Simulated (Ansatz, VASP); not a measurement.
## ZnPt: VASP beside Ansatz

File INCAR:

```
PREC = Accurate ; ENCUT = 520
EDIFF = 1E-6 ; ISMEAR = 0
SIGMA = 0.15 ; LREAL = False
LASPH = True ; NELM = 60
ALGO = Fast ; ISIF = 2
LWAVE = False ; LCHARG = True
GGA = CA ; LELF = True
LVHAR = True ; NBANDS = 18
```

Contents of KPOINTS:

```
Automatic mesh
0
Gamma
  16 16 14
```

Contents of POSCAR:

```
ZnPt
1.0
    2.8640000000      0.0179000000      0.0000000000
    0.0179000000      2.8640000000      0.0000000000
    0.0000000000      0.0000000000      3.5100000000
Zn Pt
1 1
Direct
    0.5000000000      0.5000000000      0.5000000000
    0.0000000000      0.0000000000      0.0000000000
```

Input for Ansatz:

```yaml
crystal:
  lattice:
    - [2.864, 0.0179, 0.0]
    - [0.0179, 2.864, 0.0]
    - [0.0, 0.0, 3.51]
  atoms:
    - { symbol: Zn, position: [0.5, 0.5, 0.5] }
    - { symbol: Pt, position: [0.0, 0.0, 0.0] }
basis:
  ecutwfc: 420
kpoints:
  mp_grid: { grid: [16, 16, 14] }
hamiltonian:
  xc: lda
scf:
  occupations: { method: gaussian, width: 0.15 }
output:
  forces: true
  stress: true
  eigenvalues: true
```

Change from the starting cell: strain +0.0125 x Voigt [0, 0, 0, 0, 0, 1], atoms carried along.

Alike in both runs: task single point; functional LDA; k mesh 16 × 16 × 14; occupations gaussian, width 0.15 eV; no spin polarisation.

|  | VASP | Ansatz |
| --- | --- | --- |
| version | VASP 6.6.1 | Ansatz 0.2.0 |
| potentials or method | VASP PAW LDA potentials, release 64 (Zn, Pt), cutoff 520 eV | scalar-relativistic, plane waves, PAW |
| valence electrons in the cell | 22 | 30 |

|  | VASP | Ansatz | Ansatz less VASP |
| --- | --- | --- | --- |
| gap on the k mesh at the Fermi level (eV) | none | none | - |
| pressure (GPa) | -9.9 | -11.0 | -1.07 |
| traceless stress, the component that is largest in VASP (GPa) | -0.64 | -0.63 | +0.012 |

LDA's correlation is that of Perdew and Zunger in VASP and of Perdew and Wang (1992) in Ansatz. A gap of «none» marks a metal or a gap that the smearing closes. VASP's potentials hold 22 valence electrons a cell and Ansatz's 30, so a difference there can come from the potentials and not from the codes.

Spin-orbit coupling is off throughout.
